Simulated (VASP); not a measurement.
# Bi (P6/mmm) in VASP: a series of runs

Runs on Bi. Level: r2SCAN. Tasks: single point.

Program: VASP 6.6.1. These are calculated values, not measurements. Logs are shortened: lines on timing, memory, paths and dates and some standing lists are left out, and cuts for length are marked.

**1. The cell of the first run**

It takes space group P6/mmm (No. 191, hexagonal). The conventional cell has a = 5.707 Å, b = 5.707 Å, c = 3.354 Å, α = 90.00°, β = 90.00°, γ = 120.00°. Bi (site symmetry 6/mmm) has 14 Bi at 3.35 to 3.70 Å within 4.4 Å. Bi (site symmetry -6m2) has 11 Bi at 3.29 to 3.70 Å within 4.3 Å.

This isn't the form of Bi at room conditions, which is rhombohedral.

**2. Single point, r2SCAN**

Input file POSCAR:

```
Bi
1.0
    5.7065619619      0.0000000000      0.0000000000
   -2.8532809810      4.9420276273      0.0000000000
    0.0000000000      0.0000000000      3.3536636316
Bi
3
Direct
    0.0000000000      1.0000000000      0.0000000000
    0.3333333333      0.6666666667      0.5000000000
    0.6666666667      0.3333333333      0.5000000000
```

Input file INCAR.step1:

```
SYSTEM = Bi
  ALGO = Normal
  EDIFF = 1E-5
  ENCUT = 550
  GGA = PE
  GGA_COMPAT = .False.
  ISMEAR = -1
  LASPH = .True.
  LCHARG = .False.
  LREAL = .False.
  LWAVE = .True.
  NBANDS = 30
  NELM = 120
  PREC = Accurate
  SIGMA = 0.1
```

Input file INCAR.step2:

```
SYSTEM = Bi
  ALGO = Normal
  EDIFF = 1E-6
  ENCUT = 550
  GGA_COMPAT = .False.
  ISIF = 2
  ISMEAR = -1
  ISTART = 1
  LASPH = .True.
  LCHARG = .False.
  LMIXTAU = .True.
  LREAL = .False.
  LWAVE = .False.
  METAGGA = R2SCAN
  NBANDS = 30
  NELM = 120
  PREC = Accurate
  SIGMA = 0.1
```

Input file KPOINTS:

```
k-points
0
Gamma
  9 9 12
  0 0 0
```

Potentials or basis: VASP PAW PBE potentials, release 64 (Bi_d).

On the command line:

```
$ cat potpaw_PBE.64/Bi_d/POTCAR > POTCAR
$ cp INCAR.step1 INCAR
$ mpirun -np 1 vasp_std > vasp.out
$ cp INCAR.step2 INCAR
$ mpirun -np 1 vasp_std > vasp.out
```

OUTCAR:

```text
SYSTEM = Bi
   EDIFF = 1E-6
   ENCUT = 550
   ISIF = 2
   ISMEAR = -1
   ISTART = 1
   LASPH = .True.
   LREAL = .False.
   METAGGA = R2SCAN
   NELM = 120
   PREC = Accurate

 ion  position               nearest neighbor table
   1  0.000  0.000  0.000-   2 3.70   3 3.70   2 3.70   3 3.70   3 3.70   3 3.70   2 3.70   2 3.70
                             3 3.70   3 3.70   2 3.70   2 3.70
   2  0.333  0.667  0.500-   3 3.29   3 3.29   3 3.29   1 3.70   1 3.70   1 3.70   1 3.70   1 3.70
                             1 3.70
   3  0.667  0.333  0.500-   2 3.29   2 3.29   2 3.29   1 3.70   1 3.70   1 3.70   1 3.70   1 3.70
                             1 3.70

  LATTYP: Found a hexagonal cell.
 ALAT       =     5.7065619619
 C/A-ratio  =     0.5876854845

  Lattice vectors:

 A1 = (   5.7065619619,   0.0000000000,   0.0000000000)
 A2 = (  -2.8532809810,   4.9420276273,   0.0000000000)
 A3 = (   0.0000000000,   0.0000000000,   3.3536636316)

Analysis of symmetry for initial positions (statically):
=====================================================================
 Subroutine PRICEL returns:
 Original cell was already a primitive cell.

 Routine SETGRP: Setting up the symmetry group for a
 hexagonal supercell.

 Subroutine GETGRP returns: Found 24 space group operations
 (whereof 24 operations were pure point group operations)
 out of a pool of 24 trial point group operations.

The static configuration has the point symmetry D_6h.

Analysis of symmetry for dynamics (positions and initial velocities):
=====================================================================
 Subroutine PRICEL returns:
 Original cell was already a primitive cell.

 Routine SETGRP: Setting up the symmetry group for a
 hexagonal supercell.

 Subroutine GETGRP returns: Found 24 space group operations
 (whereof 24 operations were pure point group operations)
 out of a pool of 24 trial point group operations.

The dynamic configuration has the point symmetry D_6h.

 Subroutine INISYM returns: Found 24 space group operations
 (whereof 24 operations are pure point group operations),
 and found     1 'primitive' translations

----------------------------------------------------------------------------------------

                                     Primitive cell

  volume of cell :      94.5800

  direct lattice vectors                    reciprocal lattice vectors
     5.706561962  0.000000000  0.000000000     0.175236860  0.101173048  0.000000000
    -2.853280981  4.942027627  0.000000000     0.000000000  0.202346097  0.000000000
     0.000000000  0.000000000  3.353663632     0.000000000  0.000000000  0.298181365

  length of vectors
     5.706561962  5.706561962  3.353663632     0.202346097  0.202346097  0.298181365

  position of ions in fractional coordinates (direct lattice)
     0.000000000  0.000000000  0.000000000
     0.333333333  0.666666667  0.500000000
     0.666666667  0.333333333  0.500000000

  ion indices of the primitive-cell ions
   primitive index   ion index
                 1           1
                 2           2
                 3           3

----------------------------------------------------------------------------------------

 KPOINTS: k-points

Automatic generation of k-mesh.
 Grid dimensions read from file:
 generate k-points for:    9    9   12

 Generating k-lattice:

  Cartesian coordinates                     Fractional coordinates (reciprocal lattice)
     0.019470762  0.011241450  0.000000000     0.111111111 -0.000000000  0.000000000
     0.000000000  0.022482900  0.000000000     0.000000000  0.111111111  0.000000000
     0.000000000  0.000000000  0.024848447     0.000000000  0.000000000  0.083333333

  Length of vectors
     0.022482900  0.022482900  0.024848447

  Shift w.r.t. Gamma in fractional coordinates (k-lattice)
     0.000000000  0.000000000  0.000000000

 Subroutine IBZKPT returns following result:
 ===========================================

 Found     84 irreducible k-points:

 Following reciprocal coordinates:
            Coordinates               Weight
  0.000000  0.000000  0.000000      1.000000
  0.111111 -0.000000  0.000000      6.000000
  0.222222 -0.000000  0.000000      6.000000
  0.333333  0.000000  0.000000      6.000000
  0.444444 -0.000000  0.000000      6.000000
  0.111111  0.111111  0.000000      6.000000
[... 16 lines left out ...]
  0.333333  0.222222  0.083333     24.000000
  0.333333  0.333333  0.083333      4.000000
 [... further k-points ...]
   k-points           NKPTS =     84   k-points in BZ     NKDIM =     84   number of bands    NBANDS=     30
   number of dos      NEDOS =    301   number of ions     NIONS =      3
   total plane-waves  NPLWV =  64512
   dimension x,y,z NGX =    48 NGY =   48 NGZ =   28
   dimension x,y,z NGXF=    96 NGYF=   96 NGZF=   56
   ions per type =               3
   NGX,Y,Z   is equivalent  to a cutoff of  13.98, 13.98, 13.88 a.u.
   NGXF,Y,Z  is equivalent  to a cutoff of  27.97, 27.97, 27.76 a.u.
 SYSTEM =  Bi
   PREC   = accura    normal or accurate (medium, high low for compatibility)
   ISTART =      1    job   : 0-new  1-cont  2-samecut
   ICHARG =      0    charge: 1-file 2-atom 10-const
   ISPIN  =      1    spin polarized calculation?
   LNONCOLLINEAR =      F non collinear calculations
   LSORBIT =      F    spin-orbit coupling
   LASPH  =      T    aspherical Exc in radial PAW
   ENCUT  =  550.0 eV  40.42 Ry    6.36 a.u.  10.91 10.91  6.41*2*pi/ulx,y,z
   NELM   =    120;   NELMIN=  2; NELMDL=  0     # of ELM steps
   EDIFF  = 0.1E-05   stopping-criterion for ELM
   LREAL  =      F    real-space projection
   EDIFFG = 0.1E-04   stopping-criterion for IOM
   NSW    =      0    number of steps for IOM
   IBRION =     -1    ionic relax: 0-MD 1-quasi-New 2-CG
   NFREE  =      0    steps in history (QN), initial steepest desc. (CG)
   ISIF   =      2    stress and relaxation
   ISYM   =      2    0-nonsym 1-usesym 2-fastsym
   POTIM  = 0.5000    time-step for ionic-motion
   TEBEG  =    0.0;   TEEND  =   0.0 temperature during run
   PSTRESS=    0.0 pullay stress
   NELECT =      45.0000    total number of electrons
   NUPDOWN=      -1.0000    fix difference up-down
   EMIN   =  10.00;   EMAX   =-10.00  energy-range for DOS
   EFERMI =   0.00;   METHOD = LEGACY
   ISMEAR =    -1;   SIGMA  =   0.10  broadening in eV -4-tet -1-fermi 0-gaus
   EFERMI_NEDOS =   21; number of points for ismear=-14 and -15
   IALGO  =     38    algorithm
   IMIX   =      4    mixing-type and parameters
     AMIX     =   0.40;   BMIX     =  1.00
     AMIX_MAG =   1.60;   BMIX_MAG =  1.00
  volume/ion in A,a.u.               =      31.53       212.75
  Fermi-wavevector in a.u.,A,eV,Ry     =   1.278044  2.415154 22.223721  1.633397
  Thomas-Fermi vector in A             =   2.410609
   LORBIT       =      0    0 simple, 1 ext, 2 COOP (PROOUT), +10 PAW based schemes
   METAGGA = R2SCAN    functional components
   LHFCALC =     F    Hartree Fock is set to
   AEXX    =    0.0000 exact exchange contribution
   IVDW    =     0    specifies the selected vdW correction
   LEPSILON=     F    determine dielectric tensor
   LRPA    =     F    only Hartree local field effects (RPA)
 non-spin polarized calculation
  energy-cutoff  :      550.00
  volume of cell :       94.58
 maximum number of plane-waves:      2787
 NGX is ok and might be reduce to    48
   NGX = 21   NGY = 21   NGZ = 13

 number of electron      45.0000006 magnetization

 Free energy of the ion-electron system (eV)
  ---------------------------------------------------
  ext. energy  EPLUGINS =         0.00000000
  ---------------------------------------------------
  free energy    TOTEN  =      -174.80276488 eV

  energy without entropy =     -174.74137596  energy(sigma->0) =     -174.77207042

 E-fermi :   7.6479     XC(G=0): -10.9885

 val. band max:        7.6159547587   @ k =   0.3333   0.3333   0.2500
 cond. band min:       7.6512145526   @ k =   0.4444   0.1111   0.2500
 fundamental gap:      0.0352597939
 Fermi energy:         7.6479208105

 k-point     1 :       0.0000    0.0000    0.0000
  band No.  band energies     occupation
      1     -16.1730      2.00000
      2     -16.0865      2.00000
      3     -16.0611      2.00000
      4     -16.0463      2.00000
      5     -16.0463      2.00000
      6     -15.9700      2.00000
[... 22 lines left out ...]
     29      17.4708      0.00000
     30      18.5821      0.00000

 k-point     2 :       0.1111   -0.0000    0.0000
  band No.  band energies     occupation
      1     -16.1713      2.00000
      2     -16.0870      2.00000
      3     -16.0754      2.00000
      4     -16.0525      2.00000
      5     -16.0350      2.00000
      6     -15.9758      2.00000
[... 22 lines left out ...]
     29      17.8390      0.00000
     30      17.9749      0.00000

 k-point     3 :       0.2222   -0.0000    0.0000
  band No.  band energies     occupation
      1     -16.1665      2.00000
      2     -16.0966      2.00000
      3     -16.0881      2.00000
      4     -16.0664      2.00000
      5     -16.0268      2.00000
      6     -15.9844      2.00000
[... 22 lines left out ...]
     29      16.9230      0.00000
     30      17.1806      0.00000

 k-point     4 :       0.3333    0.0000    0.0000
  band No.  band energies     occupation
      1     -16.1592      2.00000
      2     -16.1176      2.00000
      3     -16.0895      2.00000
      4     -16.0798      2.00000
      5     -16.0290      2.00000
      6     -15.9910      2.00000
[... 22 lines left out ...]
     29      15.7008      0.00000
     30      16.8839      0.00000

 k-point     5 :       0.4444   -0.0000    0.0000
  band No.  band energies     occupation
      1     -16.1498      2.00000
      2     -16.1349      2.00000
      3     -16.0905      2.00000
      4     -16.0875      2.00000
      5     -16.0322      2.00000
      6     -15.9945      2.00000
[... 22 lines left out ...]
     29      15.2805      0.00000
     30      15.9928      0.00000
[... 526 lines left out ...]
     29      15.9333      0.00000
     30      16.5912      0.00000

 k-point    22 :       0.2222    0.2222    0.0833
  band No.  band energies     occupation
      1     -16.1420      2.00000
      2     -16.1113      2.00000
      3     -16.0955      2.00000
      4     -16.0748      2.00000
      5     -16.0130      2.00000
      6     -15.9954      2.00000
[... 22 lines left out ...]
     29      16.0636      0.00000
     30      16.2030      0.00000

 k-point    23 :       0.3333    0.2222    0.0833
  band No.  band energies     occupation
      1     -16.1341      2.00000
      2     -16.1231      2.00000
      3     -16.1047      2.00000
      4     -16.0757      2.00000
      5     -16.0115      2.00000
      6     -15.9964      2.00000
[... 22 lines left out ...]
     29      15.4407      0.00000
     30      15.8083      0.00000

 k-point    24 :       0.3333    0.3333    0.0833
  band No.  band energies     occupation
      1     -16.1275      2.00000
      2     -16.1275      2.00000
      3     -16.1122      2.00000
      4     -16.0760      2.00000
      5     -16.0038      2.00000
      6     -16.0038      2.00000
[... 22 lines left out ...]
     29      14.9603      0.00000
     30      14.9603      0.00000

 [... further k-points ...]
[... 5 lines left out ...]
  --------------------------------------------------------------------------------------
  -------------------------------------------------------------------------------------
  Total       -0.0660093     -0.0660093      0.0385627      0.0000000      0.0000000     -0.0000000
  in kB       -1.1181920     -1.1181920      0.6532489      0.0000000      0.0000000     -0.0000000
  external PRESSURE =      -0.5277117 kB  Pullay stress =       0.0000000 kB

 VOLUME and BASIS-vectors are now :
 -----------------------------------------------------------------------------
  energy-cutoff  :      550.00
  volume of cell :       94.58
      direct lattice vectors                 reciprocal lattice vectors
     5.706561962  0.000000000  0.000000000     0.175236860  0.101173048  0.000000000
    -2.853280981  4.942027627  0.000000000     0.000000000  0.202346097  0.000000000
     0.000000000  0.000000000  3.353663632     0.000000000  0.000000000  0.298181365

 POSITION                                       TOTAL-FORCE (eV/Angst)
 -----------------------------------------------------------------------------------
      0.00000      0.00000      0.00000         0.000000      0.000000      0.000000
     -0.00000      3.29469      1.67683        -0.000000      0.000000      0.000000
      2.85328      1.64734      1.67683         0.000000     -0.000000      0.000000
 -----------------------------------------------------------------------------------
    total drift:                               -0.000000      0.000000     -0.000000

  FREE ENERGIE OF THE ION-ELECTRON SYSTEM (eV)
  ---------------------------------------------------
  free  energy   TOTEN  =      -174.8027648808 eV

  energy  without entropy=     -174.7413759626  energy(sigma->0) =     -174.77207042
```

Wall time 16 min (1 thread of Intel Xeon 8259CL, shared host); peak memory 0.38 GiB.

Results:

* Free energy: -174.8028 eV
* Pressure: -0.1 GPa
* Band gap on the k mesh: zero (an odd number of electrons rules out a gap without spin polarisation)

Caveat: the PAW data sets were made with another functional, which shifts forces and pressure a little; spin-orbit coupling is left out, which moves the levels of the heavy elements.

(Part 1 of 2 ends here.)
